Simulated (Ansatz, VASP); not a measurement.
**GaAs in VASP and in Ansatz**

The input INCAR:

```
  PREC = Accurate
  ENCUT = 500
  EDIFF = 1E-6
  ISMEAR = 0
  SIGMA = 0.02
  LREAL = False
  LASPH = True
  NELM = 120
  ALGO = Normal
  ISIF = 2
  LWAVE = False
  LCHARG = False
  GGA = PE
  NBANDS = 16
  GGA_COMPAT = False
```

File KPOINTS:

```
Automatic mesh
0
Gamma
  12 12 12
```

Contents of POSCAR:

```
GaAs
1.0
    0.0000000000      2.8265000000      2.8265000000
    2.8265000000      0.0000000000      2.8265000000
    2.8265000000      2.8265000000      0.0000000000
Ga As
1 1
Direct
    0.0000000000      0.0000000000      0.0000000000
    0.2500000000      0.2500000000      0.2500000000
```

Input for Ansatz:

```yaml
crystal:
  lattice:
    - [0.0, 2.8265, 2.8265]
    - [2.8265, 0.0, 2.8265]
    - [2.8265, 2.8265, 0.0]
  atoms:
    - { symbol: Ga, position: [0.0, 0.0, 0.0] }
    - { symbol: As, position: [0.25, 0.25, 0.25] }
scf:
  occupations: { method: gaussian, width: 0.02 }
output:
  forces: true
  stress: true
  eigenvalues: true
hamiltonian:
  xc: pbe
basis:
  ecutwfc: 500
kpoints:
  mp_grid: { grid: [12, 12, 12] }
```

Alike in both runs: task single point; functional PBE; k mesh 12 × 12 × 12; occupations gaussian, width 0.02 eV; no spin polarisation.

```csv
,VASP,Ansatz
version,VASP 6.6.1,Ansatz 0.2.0
potentials or method,"VASP PAW PBE potentials, release 64 (Ga_d, As), cutoff 500 eV","scalar-relativistic, plane waves, PAW"
valence electrons in the cell,18,28
```

Ansatz gave:

* gap on the k mesh at the Fermi level (eV): 0.52
* least direct gap on the mesh (eV): 0.52
* pressure (GPa): 3.3

Q: Estimate VASP's values.

A: gap on the k mesh at the Fermi level (eV): 0.52; least direct gap on the mesh (eV): 0.52; pressure (GPa): 3.5.

VASP's potentials hold 18 valence electrons a cell and Ansatz's 28, so a difference there can come from the potentials and not from the codes.
